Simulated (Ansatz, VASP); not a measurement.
## Two plane-wave programs on C

```
C
1.0
     2.48962    0.00000    0.00000
    -1.24481    2.15608    0.00000
     0.00000    0.00000    8.21427
C
8
Direct
  0.97356 0.94713 0.09294
  0.02644 0.05287 0.59294
  0.02644 0.05287 0.40706
  0.97356 0.94713 0.90706
  0.31143 0.62286 0.15554
  0.68857 0.37714 0.65554
  0.35524 0.71047 0.34446
  0.64476 0.28953 0.84446
```

Change from the starting cell: mode 4 frozen in at +0.000 Å and mode 5 at -0.114 Å (largest displacements).

Alike in both runs: task single point; functional LDA; k mesh 12 × 12 × 4; occupations gaussian, width 0.05 eV; no spin polarisation.

|  | VASP | Ansatz |
| --- | --- | --- |
| version | VASP 6.6.1 | Ansatz 0.2.0 |
| potentials or method | VASP PAW LDA potentials, release 64 (C), cutoff 520 eV | scalar-relativistic, plane waves, PAW |
| valence electrons in the cell | 32 | 32 |

|  | VASP | Ansatz | Ansatz less VASP |
| --- | --- | --- | --- |
| gap on the k mesh at the Fermi level (eV) | 4.55 | 4.56 | +0.011 |
| least direct gap on the mesh (eV) | 5.36 | 5.36 | +0.002 |
| pressure (GPa) | 1.8 | 0.1 | -1.71 |
| traceless stress, the component that is largest in VASP (GPa) | -1.08 | -1.10 | -0.023 |
| rms of the force components (eV/Å) | 0.416 | 0.417 | +0.0011 |

Ansatz warns that its potentials were made for another functional, while VASP's fit it. LDA's correlation is that of Perdew and Zunger in VASP and of Perdew and Wang (1992) in Ansatz. Atom by atom the forces differ by 0.006 eV/Å (rms over components).
